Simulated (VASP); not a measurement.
Here is a VASP 6.6.1 calculation.

File INCAR:

```
PREC = Accurate
ENCUT = 520
EDIFF = 1E-6
ISMEAR = -1
SIGMA = 0.1
LREAL = F
LASPH = T
NELM = 60
ALGO = Normal
ISIF = 2
LWAVE = F
LCHARG = T
LELF = T
LVHAR = T
NBANDS = 16
```

Contents of KPOINTS:

```
Automatic mesh
0
Gamma
  13 13 13
```

Contents of POSCAR:

```
Ir
1.0
    0.0000000000      2.6240951114      2.6240951114
    2.6240951114      0.0000000000      2.6240951114
    2.6240951114      2.6240951114      0.0000000000
Ir
2
Direct
   -0.1250000000     -0.1250000000     -0.1250000000
    0.1250000000      0.1250000000      0.1250000000
```

Potentials or basis: VASP PAW LDA potentials, release 64 (Ir).

The run is started by

```sh
$ cat potpaw_LDA.64/Ir/POTCAR > POTCAR
$ mpirun -np 1 vasp_std > vasp.out
```

Q: What does it give for the pressure?

A: 36.7 GPa.

Q: Predict the band gap on the k mesh.

A: Zero (bands 9 and 10 overlap by 2.09 eV).

Caveat: the cell stands under pressure; spin-orbit coupling is left out, which moves the levels of the heavy elements.
